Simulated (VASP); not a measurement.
# TaAs (I4_1md) in VASP: single point with r2SCAN

Aim: the single point of TaAs with r2SCAN.

Everything below comes from runs of VASP 6.6.1. Logs are shortened: lines on timing, memory, paths and dates and some standing lists are left out, and cuts for length are marked.

### 1 The cell of the first run

The structure is tetragonal, space group I4_1md (No. 109). The conventional cell has a = 3.442 Å, b = 3.442 Å, c = 11.713 Å, α = 90.00°, β = 90.00°, γ = 90.00°. Ta (site symmetry 2mm) has 6 As at 2.61 to 2.62 Å and 8 Ta at 3.40 to 3.44 Å within 3.5 Å. Within 3.5 Å of As (site symmetry 2mm) lie 6 Ta at 2.61 to 2.62 Å and 8 As at 3.40 to 3.44 Å.

### 2 Single point, r2SCAN

POSCAR

```
TaAs
1.0
   -1.7209377572      1.7209377572      5.8562930110
    1.7209377572     -1.7209377572      5.8562930110
    1.7209377572      1.7209377572     -5.8562930110
Ta As
2 2
Direct
    0.5000209948      1.0000209948      0.5000000000
    0.7500209948      0.7500209948      0.0000000000
    0.0825784252      0.5825784252      0.5000000000
    0.3325784252      0.3325784252      0.0000000000
```

INCAR.step1

```
SYSTEM = TaAs
  PREC = Accurate
  ENCUT = 520
  ISMEAR = 0
  SIGMA = 0.1
  LREAL = .FALSE.
  LASPH = .TRUE.
  NELM = 100
  NBANDS = 24
  GGA = PE
  ALGO = Normal
  EDIFF = 1E-4
  LWAVE = .TRUE.
  LCHARG = .FALSE.
```

INCAR.step2

```
SYSTEM = TaAs
  PREC = Accurate
  ENCUT = 520
  EDIFF = 1E-7
  ISMEAR = 0
  SIGMA = 0.1
  LREAL = .FALSE.
  LASPH = .TRUE.
  NELM = 100
  ALGO = Normal
  ISIF = 2
  LWAVE = .FALSE.
  LCHARG = .TRUE.
  METAGGA = R2SCAN
  LMIXTAU = .TRUE.
  LELF = .TRUE.
  LVHAR = .TRUE.
  NBANDS = 24
  ISTART = 1
```

KPOINTS

```
regular mesh
0
G
  18 18 18
  0 0 0
```

Potentials or basis: VASP PAW PBE potentials, release 64 (Ta_pv, As).

Run with:

```
cat potpaw_PBE.64/Ta_pv/POTCAR potpaw_PBE.64/As/POTCAR > POTCAR
cp INCAR.step1 INCAR
mpirun -np 1 vasp_std > vasp.out
cp INCAR.step2 INCAR
mpirun -np 1 vasp_std > vasp.out
```

OUTCAR:

```text
SYSTEM = TaAs
   PREC = Accurate
   ENCUT = 520
   EDIFF = 1E-7
   ISMEAR = 0
   LREAL = .FALSE.
   LASPH = .TRUE.
   NELM = 100
   ISIF = 2
   METAGGA = R2SCAN
   ISTART = 1

 ion  position               nearest neighbor table
   1  0.500  0.000  0.500-   4 2.61   4 2.61   3 2.62   3 2.62   3 2.62   3 2.62   2 3.40   2 3.40
                             2 3.40   2 3.40
   2  0.750  0.750  0.000-   3 2.61   3 2.61   4 2.62   4 2.62   4 2.62   4 2.62   1 3.40   1 3.40
                             1 3.40   1 3.40
   3  0.083  0.583  0.500-   2 2.61   2 2.61   1 2.62   1 2.62   1 2.62   1 2.62
   4  0.333  0.333  0.000-   1 2.61   1 2.61   2 2.62   2 2.62   2 2.62   2 2.62

  LATTYP: Found a body centered tetragonal cell.
 ALAT       =     3.4418755144
 C/A-ratio  =     3.4029661947

  Lattice vectors:

 A1 = (  -1.7209377572,   1.7209377572,   5.8562930110)
 A2 = (   1.7209377572,  -1.7209377572,   5.8562930110)
 A3 = (   1.7209377572,   1.7209377572,  -5.8562930110)

Analysis of symmetry for initial positions (statically):
=====================================================================
 Subroutine PRICEL returns:
 Original cell was already a primitive cell.

 Routine SETGRP: Setting up the symmetry group for a
 body centered tetragonal supercell.

 Subroutine GETGRP returns: Found  8 space group operations
 (whereof  4 operations were pure point group operations)
 out of a pool of 16 trial point group operations.

The static configuration has the point symmetry C_2v.
 The point group associated with its full space group is C_4v.

Analysis of symmetry for dynamics (positions and initial velocities):
=====================================================================
 Subroutine PRICEL returns:
 Original cell was already a primitive cell.

 Routine SETGRP: Setting up the symmetry group for a
 body centered tetragonal supercell.

 Subroutine GETGRP returns: Found  8 space group operations
 (whereof  4 operations were pure point group operations)
 out of a pool of 16 trial point group operations.

The dynamic configuration has the point symmetry C_2v.
 The point group associated with its full space group is C_4v.

 Subroutine INISYM returns: Found  8 space group operations
 (whereof  4 operations are pure point group operations),
 and found     1 'primitive' translations

----------------------------------------------------------------------------------------

                                     Primitive cell

  volume of cell :      69.3766

  direct lattice vectors                    reciprocal lattice vectors
    -1.720937757  1.720937757  5.856293011     0.000000000  0.290539270  0.085378242
     1.720937757 -1.720937757  5.856293011     0.290539270  0.000000000  0.085378242
     1.720937757  1.720937757 -5.856293011     0.290539270  0.290539270  0.000000000

  length of vectors
     6.341878378  6.341878378  6.341878378     0.302824226  0.302824226  0.410884576

  position of ions in fractional coordinates (direct lattice)
     0.500020995  0.000020995  0.500000000
     0.750020995  0.750020995  0.000000000
     0.082578425  0.582578425  0.500000000
     0.332578425  0.332578425  0.000000000

  ion indices of the primitive-cell ions
   primitive index   ion index
                 1           1
                 2           2
                 3           3
                 4           4

----------------------------------------------------------------------------------------

 KPOINTS: regular mesh

Automatic generation of k-mesh.
 Grid dimensions read from file:
 generate k-points for:   18   18   18

 Generating k-lattice:

  Cartesian coordinates                     Fractional coordinates (reciprocal lattice)
     0.000000000  0.016141071  0.004743236     0.055555556  0.000000000 -0.000000000
     0.016141071  0.000000000  0.004743236     0.000000000  0.055555556 -0.000000000
     0.016141071  0.016141071  0.000000000     0.000000000  0.000000000  0.055555556

  Length of vectors
     0.016823568  0.016823568  0.022826921

  Shift w.r.t. Gamma in fractional coordinates (k-lattice)
     0.000000000  0.000000000  0.000000000

 Subroutine IBZKPT returns following result:
 ===========================================

 Found    480 irreducible k-points:

 Following reciprocal coordinates:
            Coordinates               Weight
  0.000000  0.000000  0.000000      1.000000
  0.055556 -0.000000  0.000000      8.000000
  0.111111 -0.000000  0.000000      8.000000
  0.166667  0.000000 -0.000000      8.000000
  0.222222 -0.000000  0.000000      8.000000
  0.277778  0.000000  0.000000      8.000000
[... 16 lines left out ...]
 -0.277778  0.055556  0.000000     16.000000
 -0.222222  0.055556  0.000000     16.000000
 [... further k-points ...]
   k-points           NKPTS =    480   k-points in BZ     NKDIM =    480   number of bands    NBANDS=     24
   number of dos      NEDOS =    301   number of ions     NIONS =      4
   total plane-waves  NPLWV = 110592
   dimension x,y,z NGX =    48 NGY =   48 NGZ =   48
   dimension x,y,z NGXF=    96 NGYF=   96 NGZF=   96
   ions per type =               2   2
   NGX,Y,Z   is equivalent  to a cutoff of  12.58, 12.58, 12.58 a.u.
   NGXF,Y,Z  is equivalent  to a cutoff of  25.17, 25.17, 25.17 a.u.
 SYSTEM =  TaAs
   PREC   = accura    normal or accurate (medium, high low for compatibility)
   ISTART =      1    job   : 0-new  1-cont  2-samecut
   ICHARG =      0    charge: 1-file 2-atom 10-const
   ISPIN  =      1    spin polarized calculation?
   LNONCOLLINEAR =      F non collinear calculations
   LSORBIT =      F    spin-orbit coupling
   LASPH  =      T    aspherical Exc in radial PAW
   ENCUT  =  520.0 eV  38.22 Ry    6.18 a.u.  11.79 11.79 11.79*2*pi/ulx,y,z
   NELM   =    100;   NELMIN=  2; NELMDL=  0     # of ELM steps
   EDIFF  = 0.1E-06   stopping-criterion for ELM
   LREAL  =      F    real-space projection
   EDIFFG = 0.1E-05   stopping-criterion for IOM
   NSW    =      0    number of steps for IOM
   IBRION =     -1    ionic relax: 0-MD 1-quasi-New 2-CG
   NFREE  =      0    steps in history (QN), initial steepest desc. (CG)
   ISIF   =      2    stress and relaxation
   ISYM   =      2    0-nonsym 1-usesym 2-fastsym
   POTIM  = 0.5000    time-step for ionic-motion
   TEBEG  =    0.0;   TEEND  =   0.0 temperature during run
   PSTRESS=    0.0 pullay stress
   NELECT =      32.0000    total number of electrons
   NUPDOWN=      -1.0000    fix difference up-down
   EMIN   =  10.00;   EMAX   =-10.00  energy-range for DOS
   EFERMI =   0.00;   METHOD = LEGACY
   ISMEAR =     0;   SIGMA  =   0.10  broadening in eV -4-tet -1-fermi 0-gaus
   EFERMI_NEDOS =   21; number of points for ismear=-14 and -15
   IALGO  =     38    algorithm
   IMIX   =      4    mixing-type and parameters
     AMIX     =   0.40;   BMIX     =  1.00
     AMIX_MAG =   1.60;   BMIX_MAG =  1.00
  volume/ion in A,a.u.               =      17.34       117.04
  Fermi-wavevector in a.u.,A,eV,Ry     =   1.264893  2.390301 21.768699  1.599954
  Thomas-Fermi vector in A             =   2.398175
   LORBIT       =      0    0 simple, 1 ext, 2 COOP (PROOUT), +10 PAW based schemes
   METAGGA = R2SCAN    functional components
   LHFCALC =     F    Hartree Fock is set to
   AEXX    =    0.0000 exact exchange contribution
   IVDW    =     0    specifies the selected vdW correction
   LEPSILON=     F    determine dielectric tensor
   LRPA    =     F    only Hartree local field effects (RPA)
 non-spin polarized calculation
 Gauss-broadening in eV      SIGMA  =   0.10
  energy-cutoff  :      520.00
  volume of cell :       69.38
 maximum number of plane-waves:      1893
   NGX = 23   NGY = 23   NGZ = 23

 number of electron      32.0000003 magnetization

 Free energy of the ion-electron system (eV)
  ---------------------------------------------------
  ext. energy  EPLUGINS =         0.00000000
  ---------------------------------------------------
  free energy    TOTEN  =      -129.08742544 eV

  energy without entropy =     -129.08587888  energy(sigma->0) =     -129.08665216

 E-fermi :   6.9581     XC(G=0): -12.7463

 val. band max:        6.9498426333   @ k =  -0.1667  -0.4444   0.1667
 cond. band min:       6.9609268622   @ k =  -0.3333   0.4444   0.3333
 fundamental gap:      0.0110842290
 Fermi energy:         6.9580916091

 k-point     1 :       0.0000    0.0000    0.0000
  band No.  band energies     occupation
      1     -29.3535      2.00000
      2     -29.2979      2.00000
      3     -29.2979      2.00000
      4     -29.1478      2.00000
      5     -29.1478      2.00000
      6     -29.0964      2.00000
[... 16 lines left out ...]
     23      11.2316      0.00000
     24      11.2316      0.00000

 k-point     2 :       0.0556   -0.0000    0.0000
  band No.  band energies     occupation
      1     -29.3520      2.00000
      2     -29.3028      2.00000
      3     -29.2974      2.00000
      4     -29.1530      2.00000
      5     -29.1472      2.00000
      6     -29.0968      2.00000
[... 16 lines left out ...]
     23      10.9862      0.00000
     24      11.3895      0.00000

 k-point     3 :       0.1111   -0.0000    0.0000
  band No.  band energies     occupation
      1     -29.3489      2.00000
      2     -29.3153      2.00000
      3     -29.2960      2.00000
      4     -29.1675      2.00000
      5     -29.1455      2.00000
      6     -29.0984      2.00000
[... 16 lines left out ...]
     23      11.0776      0.00000
     24      11.8055      0.00000
[... 514 lines left out ...]
 k-point    23 :      -0.2778    0.0556    0.0000
  band No.  band energies     occupation
      1     -29.4071      2.00000
      2     -29.3101      2.00000
      3     -29.2919      2.00000
      4     -29.2383      2.00000
      5     -29.1417      2.00000
      6     -29.1098      2.00000
[... 16 lines left out ...]
     23      11.9492      0.00000
     24      13.1247      0.00000

 k-point    24 :      -0.2222    0.0556    0.0000
  band No.  band energies     occupation
      1     -29.3781      2.00000
      2     -29.3194      2.00000
      3     -29.2952      2.00000
      4     -29.2137      2.00000
      5     -29.1450      2.00000
      6     -29.1037      2.00000
[... 16 lines left out ...]
     23      11.8378      0.00000
     24      12.6391      0.00000

 [... further k-points ...]

------------------------ aborting loop because EDIFF is reached ----------------------------------------

  FORCE on cell =-STRESS in cart. coord.  units (eV):
  Direction    XX          YY          ZZ          XY          YZ          ZX
  --------------------------------------------------------------------------------------
  -------------------------------------------------------------------------------------
  Total        0.2299936      0.2299936      0.1887900      0.0000000      0.0000000      0.0000000
  in kB        5.3114523      5.3114523      4.3598982      0.0000000      0.0000000      0.0000000
  external PRESSURE =       4.9942676 kB  Pullay stress =       0.0000000 kB

 VOLUME and BASIS-vectors are now :
 -----------------------------------------------------------------------------
  energy-cutoff  :      520.00
  volume of cell :       69.38
      direct lattice vectors                 reciprocal lattice vectors
    -1.720937757  1.720937757  5.856293011     0.000000000  0.290539270  0.085378242
     1.720937757 -1.720937757  5.856293011     0.290539270  0.000000000  0.085378242
     1.720937757  1.720937757 -5.856293011     0.290539270  0.290539270  0.000000000

 POSITION                                       TOTAL-FORCE (eV/Angst)
 -----------------------------------------------------------------------------------
      0.00000      1.72094      0.00025        -0.000000     -0.000000     -0.000977
      0.00000      0.00000      8.78469        -0.000000     -0.000000     -0.000977
      1.72094      0.00000      0.96721         0.000000     -0.000000      0.000977
      0.00000      0.00000      3.89535        -0.000000      0.000000      0.000977
 -----------------------------------------------------------------------------------
    total drift:                               -0.000001     -0.000001      0.000322

  FREE ENERGIE OF THE ION-ELECTRON SYSTEM (eV)
  ---------------------------------------------------
  free  energy   TOTEN  =      -129.0874254396 eV

  energy  without entropy=     -129.0858788778  energy(sigma->0) =     -129.08665216
```

Wall time 2.8 h (1 thread of Oxide Virtual Turin-like, shared host); peak memory 0.87 GiB.

Results:

| Quantity | Value |
| --- | --- |
| Free energy | -129.0874 eV |
| Pressure | 0.5 GPa |
| Band gap on the k mesh | zero (bands 16 and 17 overlap by 0.05 eV) |

Caveat: the PAW data sets were made with another functional, which shifts forces and pressure a little; spin-orbit coupling is left out, which moves the levels of the heavy elements.
